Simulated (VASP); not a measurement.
# ZnO (P6_3mc) in VASP: a series of runs, part 2 of 3

VASP 6.6.1.

### 3 Electric field gradients, LDA (volume scaled by 1.02)

Contents of INCAR:

```
SYSTEM = ZnO
ALGO     = Normal         ! electronic algorithm
EDIFF    = 1E-8           ! SCF threshold, eV
ENCUT    = 520            ! plane-wave cutoff, eV
GGA      = CA             ! functional
ISIF     = 2              ! what is computed and relaxed
ISMEAR   = -1             ! smearing method
LASPH    = .True.         ! aspherical terms in the spheres
LCHARG   = .False.        ! write CHGCAR
LEFG     = .True.       
LREAL    = .False.        ! projectors in reciprocal space
LWAVE    = .False.        ! write WAVECAR
NBANDS   = 26             ! bands
NELM     = 100            ! most SCF steps
PREC     = Accurate       ! precision mode
SIGMA    = 0.01           ! smearing width, eV
```

Contents of KPOINTS:

```
k-points
0
Gamma
  8 8 5
  0 0 0
```

Contents of POSCAR:

```
ZnO
1.0
    3.2709185479      0.0000000000      0.0000000000
   -1.6354592739      2.8326985562      0.0000000000
    0.0000000000      0.0000000000      5.2382632560
Zn O
2 2
Direct
    0.3333333333      0.6666666667      0.0000000000
    0.6666666667      0.3333333333      0.5000000000
    0.3333333333      0.6666666667      0.3821000000
    0.6666666667      0.3333333333      0.8821000000
```

Potentials or basis: VASP PAW LDA potentials, release 64 (Zn, O).

Started as:

```bash
cat potpaw_LDA.64/Zn/POTCAR potpaw_LDA.64/O/POTCAR > POTCAR
mpirun -np 1 vasp_std > vasp.out
```

OUTCAR:

```text
SYSTEM = ZnO
   EDIFF = 1E-8
   ENCUT = 520
   GGA = CA
   ISIF = 2
   ISMEAR = -1
   LASPH = .True.
   LREAL = .False.
   NELM = 100
   PREC = Accurate

 ion  position               nearest neighbor table
   1  0.333  0.667  0.000-   4 1.99   4 1.99   4 1.99   3 2.00
   2  0.667  0.333  0.500-   3 1.99   3 1.99   3 1.99   4 2.00
   3  0.333  0.667  0.382-   2 1.99   2 1.99   2 1.99   1 2.00
   4  0.667  0.333  0.882-   1 1.99   1 1.99   1 1.99   2 2.00

  LATTYP: Found a hexagonal cell.
 ALAT       =     3.2709185479
 C/A-ratio  =     1.6014655147

  Lattice vectors:

 A1 = (   3.2709185479,   0.0000000000,   0.0000000000)
 A2 = (  -1.6354592739,   2.8326985562,   0.0000000000)
 A3 = (   0.0000000000,   0.0000000000,   5.2382632560)

Analysis of symmetry for initial positions (statically):
=====================================================================
 Subroutine PRICEL returns:
 Original cell was already a primitive cell.

 Routine SETGRP: Setting up the symmetry group for a
 hexagonal supercell.

 Subroutine GETGRP returns: Found 12 space group operations
 (whereof  6 operations were pure point group operations)
 out of a pool of 24 trial point group operations.

The static configuration has the point symmetry C_3v.
 The point group associated with its full space group is C_6v.

Analysis of symmetry for dynamics (positions and initial velocities):
=====================================================================
 Subroutine PRICEL returns:
 Original cell was already a primitive cell.

 Routine SETGRP: Setting up the symmetry group for a
 hexagonal supercell.

 Subroutine GETGRP returns: Found 12 space group operations
 (whereof  6 operations were pure point group operations)
 out of a pool of 24 trial point group operations.

The dynamic configuration has the point symmetry C_3v.
 The point group associated with its full space group is C_6v.

 Subroutine INISYM returns: Found 12 space group operations
 (whereof  6 operations are pure point group operations),
 and found     1 'primitive' translations

----------------------------------------------------------------------------------------

                                     Primitive cell

  volume of cell :      48.5353

  direct lattice vectors                    reciprocal lattice vectors
     3.270918548  0.000000000  0.000000000     0.305724519  0.176510133  0.000000000
    -1.635459274  2.832698556  0.000000000     0.000000000  0.353020267  0.000000000
     0.000000000  0.000000000  5.238263256     0.000000000  0.000000000  0.190902967

  length of vectors
     3.270918548  3.270918548  5.238263256     0.353020267  0.353020267  0.190902967

  position of ions in fractional coordinates (direct lattice)
     0.333333333  0.666666667  0.000000000
     0.666666667  0.333333333  0.500000000
     0.333333333  0.666666667  0.382100000
     0.666666667  0.333333333  0.882100000

  ion indices of the primitive-cell ions
   primitive index   ion index
                 1           1
                 2           2
                 3           3
                 4           4

[... 81 lines left out ...]
   PSTRESS=    0.0 pullay stress
   NELECT =      36.0000    total number of electrons
   NUPDOWN=      -1.0000    fix difference up-down
   EMIN   =  10.00;   EMAX   =-10.00  energy-range for DOS
   EFERMI =   0.00;   METHOD = LEGACY
   ISMEAR =    -1;   SIGMA  =   0.01  broadening in eV -4-tet -1-fermi 0-gaus
   EFERMI_NEDOS =   21; number of points for ismear=-14 and -15
   IALGO  =     38    algorithm
   IMIX   =      4    mixing-type and parameters
     AMIX     =   0.40;   BMIX     =  1.00
     AMIX_MAG =   1.60;   BMIX_MAG =  1.00
  volume/ion in A,a.u.               =      12.13        81.88
  Fermi-wavevector in a.u.,A,eV,Ry     =   1.481915  2.800413 29.879361  2.196071
  Thomas-Fermi vector in A             =   2.595766
   LORBIT       =      0    0 simple, 1 ext, 2 COOP (PROOUT), +10 PAW based schemes
   GGA     = CA    functional components
   LHFCALC =     F    Hartree Fock is set to
   AEXX    =    0.0000 exact exchange contribution
   IVDW    =     0    specifies the selected vdW correction
   LEPSILON=     F    determine dielectric tensor
   LRPA    =     F    only Hartree local field effects (RPA)
 non-spin polarized calculation
  energy-cutoff  :      520.00
  volume of cell :       48.54
 maximum number of plane-waves:      1326
   NGX = 13   NGY = 13   NGZ = 19

 number of electron      36.0000021 magnetization

 Free energy of the ion-electron system (eV)
  ---------------------------------------------------
  ext. energy  EPLUGINS =         0.00000000
  ---------------------------------------------------
  free energy    TOTEN  =       -21.07975333 eV

  energy without entropy =      -21.07975333  energy(sigma->0) =      -21.07975333

 E-fermi :   0.9337     XC(G=0): -11.3605

 val. band max:        0.7011716919   @ k =   0.0000   0.0000   0.0000
 cond. band min:       1.4114937634   @ k =   0.0000   0.0000   0.0000
 fundamental gap:      0.7103220715
 Fermi energy:         0.9337054624

 k-point     1 :       0.0000    0.0000    0.0000
  band No.  band energies     occupation
      1     -16.9439      2.00000
      2     -16.2000      2.00000
      3      -4.9888      2.00000
      4      -4.9888      2.00000
      5      -4.9075      2.00000
      6      -4.8274      2.00000
[... 685 lines left out ...]
     25      13.9608      0.00000
     26      14.1756      0.00000

 [... further k-points ...]
[... 5 lines left out ...]
  --------------------------------------------------------------------------------------
  -------------------------------------------------------------------------------------
  Total       -2.6533301     -2.6533301     -2.4450482     -0.0000000      0.0000000      0.0000000
  in kB      -87.5879678    -87.5879678    -80.7124625     -0.0000000      0.0000000      0.0000000
  external PRESSURE =     -85.2961327 kB  Pullay stress =       0.0000000 kB

 VOLUME and BASIS-vectors are now :
 -----------------------------------------------------------------------------
  energy-cutoff  :      520.00
  volume of cell :       48.54
      direct lattice vectors                 reciprocal lattice vectors
     3.270918548  0.000000000  0.000000000     0.305724519  0.176510133  0.000000000
    -1.635459274  2.832698556  0.000000000     0.000000000  0.353020267  0.000000000
     0.000000000  0.000000000  5.238263256     0.000000000  0.000000000  0.190902967

 POSITION                                       TOTAL-FORCE (eV/Angst)
 -----------------------------------------------------------------------------------
     -0.00000      1.88847      0.00000         0.000000      0.000000      0.040215
      1.63546      0.94423      2.61913         0.000000      0.000000      0.040215
     -0.00000      1.88847      2.00154        -0.000000      0.000000     -0.040215
      1.63546      0.94423      4.62067         0.000000     -0.000000     -0.040215
 -----------------------------------------------------------------------------------
    total drift:                               -0.000001     -0.000001     -0.000197

  FREE ENERGIE OF THE ION-ELECTRON SYSTEM (eV)
  ---------------------------------------------------
  free  energy   TOTEN  =       -21.0797533285 eV

  energy  without entropy=      -21.0797533285  energy(sigma->0) =      -21.07975333

 Electric field gradients (V/A^2)
---------------------------------------------------------------------
 ion       V_xx      V_yy      V_zz      V_xy      V_xz      V_yz
---------------------------------------------------------------------
   1      -3.791    -3.790     7.581     0.001     0.000    -0.000
   2      -3.791    -3.790     7.581     0.001    -0.000     0.000
   3       1.760     1.755    -3.515    -0.005     0.000    -0.000
   4       1.760     1.755    -3.515    -0.005    -0.000     0.000
---------------------------------------------------------------------

 Electric field gradients after diagonalization (V/A^2)
 (convention: |V_zz| > |V_xx| > |V_yy|)
----------------------------------------------------------------------
 ion       V_xx      V_yy      V_zz     asymmetry (V_yy - V_xx)/ V_zz
----------------------------------------------------------------------
   1      -3.791    -3.789     7.581       0.000
   2      -3.791    -3.789     7.581       0.000
   3       1.763     1.752    -3.515       0.003
   4       1.763     1.752    -3.515       0.003
----------------------------------------------------------------------

           NMR quadrupolar parameters

 Cq : quadrupolar parameter    Cq=e*Q*V_zz/h
 eta: asymmetry parameters     (V_yy - V_xx)/ V_zz
 Q  : nuclear electric quadrupole moment in mb (millibarn)
----------------------------------------------------------------------
 ion       Cq(MHz)       eta       Q (mb)
----------------------------------------------------------------------
   1       0.018       0.000       1.000
   2       0.018       0.000       1.000
   3      -0.008       0.003       1.000
   4      -0.008       0.003       1.000
----------------------------------------------------------------------
```

Wall time 30 s (1 thread of Intel Xeon Platinum 8488C (Sapphire Rapids), shared host); peak memory 0.16 GiB.

Results:

```
Free energy            : -21.0798 eV
Pressure               : -8.5 GPa
Largest force          : 0.040 eV/Å
Band gap on the k mesh : 0.71 eV, direct
```

Forces on the atoms (eV/Å):
```
Zn   0.000  0.000  0.040
Zn   0.000  0.000  0.040
O    0.000  0.000 -0.040
O    0.000  0.000 -0.040
```

Electric field gradients, principal values (V/Å²):
| atom | least | middle | greatest (by size) |
| --- | --- | --- | --- |
| 1 Zn | -3.789 | -3.791 | 7.581 |
| 2 Zn | -3.789 | -3.791 | 7.581 |
| 3 O | 1.752 | 1.763 | -3.515 |
| 4 O | 1.752 | 1.763 | -3.515 |

Caveat: without QUAD_EFG the Cq values of the log hold for a quadrupole moment of 1 mb, not for the nuclei.

[end of part 2 of 3]
